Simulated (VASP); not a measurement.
Wanted: the native input for a VASP 6.6.1 run.

```yaml
Task: single point
Functional: LDA
Potentials_or_basis: VASP PAW LDA potentials, release 64 (Pb_d, S)
Cutoff: 500 eV
k_mesh: 6 × 6 × 6
Occupations: fermi-dirac, width 0.02 eV
Spin: no spin polarisation
Dipole_correction: no
Further_INCAR_settings: ALGO = Normal; EDIFF = 1e-06; NBANDS = 17
```

The structure of PbS lies in POSCAR:

```
PbS
1.0
    2.0598454500      1.1892523500      3.4519160000
   -2.0598454500      1.1892523500      3.4519160000
    0.0000000000     -2.3785047000      3.4519160000
Pb S
1 1
Direct
    0.9805660000      0.9805660000      0.9805660000
    0.4750360000      0.4750360000      0.4750360000
```

These files were run (other wordings do the same):

INCAR

```
ALGO = Normal
EDIFF = 1E-6
ENCUT = 500
GGA_COMPAT = False
ISIF = 2
ISMEAR = -1
LASPH = True
LCHARG = True
LELF = True
LREAL = False
LVHAR = True
LWAVE = False
NBANDS = 17
NELM = 120
PREC = Accurate
SIGMA = 0.02
```

KPOINTS

```
k-points
0
Gamma
  6 6 6
```

Potentials or basis: VASP PAW LDA potentials, release 64 (Pb_d, S).

Command:

```sh
$ cat potpaw_LDA.64/Pb_d/POTCAR potpaw_LDA.64/S/POTCAR > POTCAR
$ mpirun -np 1 vasp_std > vasp.out
```

It gave:

```
Pressure               : -1.0 GPa
Largest force          : 0.004 eV/Å
Band gap on the k mesh : 0.06 eV, indirect (least direct gap 0.13 eV)
```

Caveat: spin-orbit coupling is left out, which moves the levels of the heavy elements.

It took 17 s on 1 thread of Intel Xeon 6975P-C (shared host), peak memory 0.17 GiB.
